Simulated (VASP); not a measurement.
**PbO (Litharge): single point with LDA**

PbO (Litharge):

```
CELL_PARAMETERS angstrom
3.98040 0.00000 0.00000
0.00000 3.98040 0.00000
0.00000 0.00000 5.00091
ATOMIC_POSITIONS crystal
Pb 0.00000 0.50000 0.23663
Pb 0.50000 0.00000 0.76337
O 0.00000 0.00000 0.00000
O 0.50000 0.50000 0.00000
```

```yaml
Program: VASP 6.6.1
Task: single point
Functional: LDA
Potentials_or_basis: VASP PAW LDA potentials, release 64 (Pb_d, O)
Cutoff: 520 eV
k_mesh: 4 × 4 × 4
Occupations: gaussian, width 0.01 eV
Spin: no spin polarisation
Dipole_correction: no
Further_INCAR_settings: ALGO = Normal; EDIFF = 1e-07; NBANDS = 28
```

The pressure is -2.0 GPa and the largest force is 0.185 eV/Å. The band gap on the k mesh is 1.18 eV, indirect (least direct gap 2.22 eV).

Forces on the atoms (eV/Å):
```
Pb   0.000  0.000 -0.185
Pb   0.000  0.000  0.185
O    0.000  0.000  0.000
O    0.000  0.000  0.000
```

Stress tensor (GPa, compression positive):
```
-2.15  0.00  0.00
 0.00 -2.15  0.00
 0.00  0.00 -1.61
```

Levels at points of the mesh, in eV from the valence-band top:
```
           k point  band 17  band 18  band 19  band 20  band 21  band 22  band 23  band 24
(0.00, 0.00, 0.00)    -1.70    -1.68    -1.68     0.00     2.34     5.36     5.61     5.61
(0.50, 0.00, 0.00)    -3.04    -3.04    -1.64    -1.64     3.36     3.36     6.50     6.50
(0.50, 0.50, 0.00)    -1.62    -1.62    -1.04    -1.04     1.18     1.18     5.22     5.22
(0.00, 0.00, 0.50)    -1.74    -1.70    -1.70    -0.91     1.82     3.94     3.94     4.20
(0.50, 0.00, 0.50)    -3.01    -3.01    -0.96    -0.96     3.06     3.06     6.27     6.27
(0.50, 0.50, 0.50)    -2.23    -2.23    -1.04    -1.04     3.45     3.45     4.71     4.71
```

Run time: 15 s on 1 thread of AMD EPYC 9R45 (Zen 5), with other jobs on the host, peak memory 0.14 GiB.

Caveat: spin-orbit coupling is left out, which moves the levels of the heavy elements. A k mesh can miss the band edges.
